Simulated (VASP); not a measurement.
# HC4 in VASP: further runs

Runs on HC4. Level: PBEsol. Tasks: single point.

Everything below comes from runs of VASP 6.6.1. Logs are shortened: lines on timing, memory, paths and dates and some standing lists are left out, and cuts for length are marked.

## 1. The cell of the first run

The cell holds a slab with vacuum, 20 atoms: a = 5.049 Å, b = 5.049 Å, c = 16.676 Å, α = 90.00°, β = 90.00°, γ = 60.00°.

## 2. Single point, PBEsol

INCAR

```
PREC = Accurate ; ENCUT = 520
EDIFF = 1E-7 ; ISMEAR = -1
SIGMA = 0.05 ; LREAL = Auto
LASPH = T ; NELM = 60
ALGO = Normal ; ISIF = 2
LWAVE = F ; LCHARG = F
GGA = PS ; NBANDS = 50
```

KPOINTS

```
regular mesh
0
Gamma
  2 2 1
```

POSCAR

```
HC4
1.0
    5.0487420986      0.0000000000      0.0000000000
    2.5243710493      4.3723389146      0.0000000000
    0.0000000000      0.0000000000     16.6764260000
H C
4 16
Direct
    0.1666666667      0.1666666667      0.0599649000
    0.6666666667      0.1666666667      0.0599649000
    0.1666666667      0.6666666667      0.0599649000
    0.6666666667      0.6666666667      0.0599649000
    0.1666666667      0.1666666667      0.1259263000
    0.6666666667      0.1666666667      0.1259263000
    0.1666666667      0.6666666667      0.1259263000
    0.6666666667      0.6666666667      0.1259263000
   -0.1666666667      0.3333333333      0.1568253000
    0.3333333333      0.3333333333      0.1568253000
   -0.1666666667      0.8333333333      0.1568253000
    0.3333333333      0.8333333333      0.1568253000
   -0.1666666667      0.3333333333      0.2562792185
    0.3333333333      0.3333333333      0.2562792185
   -0.1666666667      0.8333333333      0.2562792185
    0.3333333333      0.8333333333      0.2562792185
    0.0000000000      0.0000000000      0.2723881410
    0.5000000000      0.0000000000      0.2723881410
    0.0000000000      0.5000000000      0.2723881410
    0.5000000000      0.5000000000      0.2723881410
```

Potentials or basis: VASP PAW PBE potentials, release 64 (H, C).

Command:

```console
> cat potpaw_PBE.64/H/POTCAR potpaw_PBE.64/C/POTCAR > POTCAR
> mpirun -np 1 vasp_std > vasp.out
```

OUTCAR:

```text
PREC = Accurate
   ENCUT = 520
   EDIFF = 1E-7
   ISMEAR = -1
   LREAL = Auto
   LASPH = T
   NELM = 60
   ISIF = 2
   GGA = PS

 ion  position               nearest neighbor table
   1  0.167  0.167  0.060-   5 1.10
   2  0.667  0.167  0.060-   6 1.10
   3  0.167  0.667  0.060-   7 1.10
   4  0.667  0.667  0.060-   8 1.10
   5  0.167  0.167  0.126-   1 1.10  10 1.55   9 1.55  12 1.55
   6  0.667  0.167  0.126-   2 1.10   9 1.55  10 1.55  11 1.55
   7  0.167  0.667  0.126-   3 1.10  12 1.55  11 1.55  10 1.55
   8  0.667  0.667  0.126-   4 1.10  11 1.55  12 1.55   9 1.55
   9  0.833  0.333  0.157-   6 1.55   5 1.55   8 1.55  13 1.66
  10  0.333  0.333  0.157-   5 1.55   6 1.55   7 1.55  14 1.66
  11  0.833  0.833  0.157-   8 1.55   7 1.55   6 1.55  15 1.66
  12  0.333  0.833  0.157-   7 1.55   8 1.55   5 1.55  16 1.66
  13  0.833  0.333  0.256-  20 1.48  17 1.48  19 1.48   9 1.66
  14  0.333  0.333  0.256-  19 1.48  18 1.48  20 1.48  10 1.66
  15  0.833  0.833  0.256-  18 1.48  19 1.48  17 1.48  11 1.66
  16  0.333  0.833  0.256-  17 1.48  20 1.48  18 1.48  12 1.66
  17  0.000  0.000  0.272-  16 1.48  13 1.48  15 1.48
  18  0.500  0.000  0.272-  15 1.48  14 1.48  16 1.48
  19  0.000  0.500  0.272-  14 1.48  15 1.48  13 1.48
  20  0.500  0.500  0.272-  13 1.48  16 1.48  14 1.48

  LATTYP: Found a hexagonal cell.
 ALAT       =     5.0487420986
 C/A-ratio  =     3.3030853377

  Lattice vectors:

 A1 = (  -2.5243710493,  -4.3723389146,   0.0000000000)
 A2 = (   5.0487420986,   0.0000000000,   0.0000000000)
 A3 = (   0.0000000000,   0.0000000000,  16.6764260000)

Analysis of symmetry for initial positions (statically):
=====================================================================
 Subroutine PRICEL returns following result:

  LATTYP: Found a hexagonal cell.
 ALAT       =     2.5243710493
 C/A-ratio  =     6.6061706754

  Lattice vectors:

 A1 = (  -1.2621855247,  -2.1861694573,   0.0000000000)
 A2 = (   2.5243710493,   0.0000000000,   0.0000000000)
 A3 = (   0.0000000000,   0.0000000000,  16.6764260000)

   4 primitive cells build up your supercell.

 Routine SETGRP: Setting up the symmetry group for a
 hexagonal supercell.

 Subroutine GETGRP returns: Found  6 space group operations
 (whereof  6 operations were pure point group operations)
 out of a pool of 24 trial point group operations.

The static configuration has the point symmetry C_3v.

Analysis of symmetry for dynamics (positions and initial velocities):
=====================================================================
 Subroutine PRICEL returns following result:

  LATTYP: Found a hexagonal cell.
 ALAT       =     2.5243710493
 C/A-ratio  =     6.6061706754

  Lattice vectors:

 A1 = (  -1.2621855247,  -2.1861694573,   0.0000000000)
 A2 = (   2.5243710493,   0.0000000000,   0.0000000000)
 A3 = (   0.0000000000,   0.0000000000,  16.6764260000)

   4 primitive cells build up your supercell.

 Routine SETGRP: Setting up the symmetry group for a
 hexagonal supercell.

 Subroutine GETGRP returns: Found  6 space group operations
 (whereof  6 operations were pure point group operations)
 out of a pool of 24 trial point group operations.

The dynamic configuration has the point symmetry C_3v.

 Subroutine INISYM returns: Found  6 space group operations
 (whereof  6 operations are pure point group operations),
 and found     4 'primitive' translations

----------------------------------------------------------------------------------------

                                     Primitive cell

  volume of cell :      92.0322

  direct lattice vectors                    reciprocal lattice vectors
    -1.262185525 -2.186169457  0.000000000     0.000000000 -0.457421083  0.000000000
     2.524371049  0.000000000  0.000000000     0.396138278 -0.228710541  0.000000000
     0.000000000  0.000000000 16.676426000     0.000000000  0.000000000  0.059964887

  length of vectors
     2.524371049  2.524371049 16.676426000     0.457421083  0.457421083  0.059964887

  position of ions in fractional coordinates (direct lattice)
     0.666666667  0.333333333  0.059964900
     0.666666667  0.333333333  0.125926300
     0.333333333  0.666666667  0.156825300
     0.333333333  0.666666667  0.256279218
     0.000000000  0.000000000  0.272388141

  ion indices of the primitive-cell ions
   primitive index   ion index
                 1           1
                 2           5
                 3          10
                 4          14
                 5          17

----------------------------------------------------------------------------------------

 KPOINTS: regular mesh

Automatic generation of k-mesh.
 Grid dimensions read from file:
 generate k-points for:    2    2    1

 Generating k-lattice:

  Cartesian coordinates                     Fractional coordinates (reciprocal lattice)
     0.099034569 -0.057177635  0.000000000     0.500000000  0.000000000  0.000000000
     0.000000000  0.114355271  0.000000000     0.000000000  0.500000000  0.000000000
     0.000000000  0.000000000  0.059964887     0.000000000  0.000000000  1.000000000

  Length of vectors
     0.114355271  0.114355271  0.059964887

  Shift w.r.t. Gamma in fractional coordinates (k-lattice)
     0.000000000  0.000000000  0.000000000

 Subroutine IBZKPT returns following result:
 ===========================================

 Found      2 irreducible k-points:

 Following reciprocal coordinates:
            Coordinates               Weight
  0.000000  0.000000  0.000000      1.000000
  0.500000  0.000000  0.000000      3.000000
   k-points           NKPTS =      2   k-points in BZ     NKDIM =      2   number of bands    NBANDS=     50
   number of dos      NEDOS =    301   number of ions     NIONS =     20
   total plane-waves  NPLWV = 201600
   dimension x,y,z NGX =    40 NGY =   40 NGZ =  126
   dimension x,y,z NGXF=    80 NGYF=   80 NGZF=  252
   ions per type =               4  16
   NGX,Y,Z   is equivalent  to a cutoff of  13.17, 13.17, 12.56 a.u.
   NGXF,Y,Z  is equivalent  to a cutoff of  26.34, 26.34, 25.12 a.u.
 SYSTEM =  unknown system
   PREC   = accura    normal or accurate (medium, high low for compatibility)
   ISTART =      0    job   : 0-new  1-cont  2-samecut
   ICHARG =      2    charge: 1-file 2-atom 10-const
   ISPIN  =      1    spin polarized calculation?
   LNONCOLLINEAR =      F non collinear calculations
   LSORBIT =      F    spin-orbit coupling
   LASPH  =      T    aspherical Exc in radial PAW
   ENCUT  =  520.0 eV  38.22 Ry    6.18 a.u.   9.39  9.39 31.01*2*pi/ulx,y,z
   NELM   =     60;   NELMIN=  2; NELMDL= -5     # of ELM steps
   EDIFF  = 0.1E-06   stopping-criterion for ELM
   LREAL  =      T    real-space projection
   EDIFFG = 0.1E-05   stopping-criterion for IOM
   NSW    =      0    number of steps for IOM
   IBRION =     -1    ionic relax: 0-MD 1-quasi-New 2-CG
   NFREE  =      0    steps in history (QN), initial steepest desc. (CG)
   ISIF   =      2    stress and relaxation
   ISYM   =      2    0-nonsym 1-usesym 2-fastsym
   POTIM  = 0.5000    time-step for ionic-motion
   TEBEG  =    0.0;   TEEND  =   0.0 temperature during run
   PSTRESS=    0.0 pullay stress
   NELECT =      68.0000    total number of electrons
   NUPDOWN=      -1.0000    fix difference up-down
   EMIN   =  10.00;   EMAX   =-10.00  energy-range for DOS
   EFERMI =   0.00;   METHOD = LEGACY
   ISMEAR =    -1;   SIGMA  =   0.05  broadening in eV -4-tet -1-fermi 0-gaus
   EFERMI_NEDOS =   21; number of points for ismear=-14 and -15
   IALGO  =     38    algorithm
   IMIX   =      4    mixing-type and parameters
     AMIX     =   0.40;   BMIX     =  1.00
     AMIX_MAG =   1.60;   BMIX_MAG =  1.00
  volume/ion in A,a.u.               =      18.41       124.21
  Fermi-wavevector in a.u.,A,eV,Ry     =   0.932347  1.761881 11.827161  0.869272
  Thomas-Fermi vector in A             =   2.058936
   LORBIT       =      0    0 simple, 1 ext, 2 COOP (PROOUT), +10 PAW based schemes
   GGA     = PS    functional components
   LHFCALC =     F    Hartree Fock is set to
   AEXX    =    0.0000 exact exchange contribution
   IVDW    =     0    specifies the selected vdW correction
   LEPSILON=     F    determine dielectric tensor
   LRPA    =     F    only Hartree local field effects (RPA)
 non-spin polarized calculation
  energy-cutoff  :      520.00
  volume of cell :      368.13
 maximum number of plane-waves:      9915
 NGX is ok and might be reduce to    40
   NGX = 19   NGY = 19   NGZ = 63

 number of electron      68.0000002 magnetization

 Free energy of the ion-electron system (eV)
  ---------------------------------------------------
  ext. energy  EPLUGINS =         0.00000000
  ---------------------------------------------------
  free energy    TOTEN  =      -159.19670916 eV

  energy without entropy =     -159.08430105  energy(sigma->0) =     -159.14050511

 E-fermi :   0.1084     XC(G=0):  -4.7129

 val. band max:        0.0987240980   @ k =   0.0000   0.0000   0.0000
 cond. band min:       0.5591090355   @ k =   0.5000   0.0000   0.0000
 fundamental gap:      0.4603849375
 Fermi energy:         0.1083886493

 k-point     1 :       0.0000    0.0000    0.0000
  band No.  band energies     occupation
      1     -21.2128      2.00000
      2     -18.3747      2.00000
      3     -15.9409      2.00000
      4     -15.9409      2.00000
      5     -15.9409      2.00000
      6     -14.8358      2.00000
[... 38 lines left out ...]
     45       4.9687      0.00000
     46       5.4835      0.00000

 k-point     2 :       0.5000    0.0000    0.0000
  band No.  band energies     occupation
      1     -19.7084      2.00000
      2     -19.7084      2.00000
      3     -16.9650      2.00000
      4     -16.9650      2.00000
      5     -16.8257      2.00000
      6     -16.8257      2.00000
[... 38 lines left out ...]
     45       6.3693      0.00000
     46       6.3693      0.00000
 [bands above 46 left out]

------------------------ aborting loop because EDIFF is reached ----------------------------------------

  FORCE on cell =-STRESS in cart. coord.  units (eV):
  Direction    XX          YY          ZZ          XY          YZ          ZX
  --------------------------------------------------------------------------------------
  -------------------------------------------------------------------------------------
  Total       -2.1619495     -2.1619495     -1.8886815     -0.0000000      0.0000000     -0.0000000
  in kB       -9.4092744     -9.4092744     -8.2199528     -0.0000000      0.0000000     -0.0000000
  external PRESSURE =      -9.0128339 kB  Pullay stress =       0.0000000 kB

 VOLUME and BASIS-vectors are now :
 -----------------------------------------------------------------------------
  energy-cutoff  :      520.00
  volume of cell :      368.13
      direct lattice vectors                 reciprocal lattice vectors
     5.048742099  0.000000000  0.000000000     0.198069139 -0.114355271  0.000000000
     2.524371049  4.372338915  0.000000000     0.000000000  0.228710541  0.000000000
     0.000000000  0.000000000 16.676426000     0.000000000  0.000000000  0.059964887

 POSITION                                       TOTAL-FORCE (eV/Angst)
 -----------------------------------------------------------------------------------
      1.26219      0.72872      1.00000         0.000000      0.000000     -0.379823
      3.78656      0.72872      1.00000         0.000000     -0.000000     -0.379823
      2.52437      2.91489      1.00000         0.000000      0.000000     -0.379823
      5.04874      2.91489      1.00000         0.000000     -0.000000     -0.379823
      1.26219      0.72872      2.10000        -0.000000     -0.000000      2.150819
      3.78656      0.72872      2.10000        -0.000000     -0.000000      2.150819
[... 12 lines left out ...]
      1.26219      2.18617      4.54246         0.000000      0.000000      0.032107
      3.78656      2.18617      4.54246        -0.000000      0.000000      0.032107
 -----------------------------------------------------------------------------------
    total drift:                               -0.000000     -0.000000     -0.103685

  FREE ENERGIE OF THE ION-ELECTRON SYSTEM (eV)
  ---------------------------------------------------
  free  energy   TOTEN  =      -159.1967091620 eV

  energy  without entropy=     -159.0843010498  energy(sigma->0) =     -159.14050511
```

Run time: 78 s. Hardware: 1 thread of Intel Xeon 6975P-C (Granite Rapids), shared host; peak memory 0.48 GiB.

Results:

```yaml
Free_energy: -159.1967 eV
Largest_force: 2.151 eV/Å
Band_gap_on_the_k_mesh: zero (bands 34 and 35 overlap by 0.10 eV)
```

Forces in eV/Å, atoms in the order of the input:
```
H    0.000  0.000 -0.380
H    0.000  0.000 -0.380
H    0.000  0.000 -0.380
H    0.000  0.000 -0.380
C    0.000  0.000  2.151
C    0.000  0.000  2.151
C    0.000  0.000  2.151
C    0.000  0.000  2.151
C    0.000  0.000 -1.808
C    0.000  0.000 -1.808
C    0.000  0.000 -1.808
C    0.000  0.000 -1.808
C    0.000  0.000  0.005
C    0.000  0.000  0.005
C    0.000  0.000  0.005
C    0.000  0.000  0.005
C    0.000  0.000  0.032
C    0.000  0.000  0.032
C    0.000  0.000  0.032
C    0.000  0.000  0.032
```

Levels at points of the mesh, in eV from the Fermi level:
```
           k point  band 32  band 33  band 34  band 35  band 36  band 37  band 38  band 39
(0.00, 0.00, 0.00)    -2.07    -0.16    -0.16    -0.16    -0.01     2.20     3.54     4.40
(0.50, 0.00, 0.00)    -3.82    -0.06    -0.06     0.45     0.45     3.00     3.00     5.10
```

Caveat: the k points lie up to 0.72 Å⁻¹ apart; there is no dipole correction, which matters where the two faces differ; the PAW data sets were made with another functional, which shifts forces and pressure a little.

(Continued in part 2 of 2.)

The gap in the log of VASP goes by the Fermi energy; the results here count the filled bands.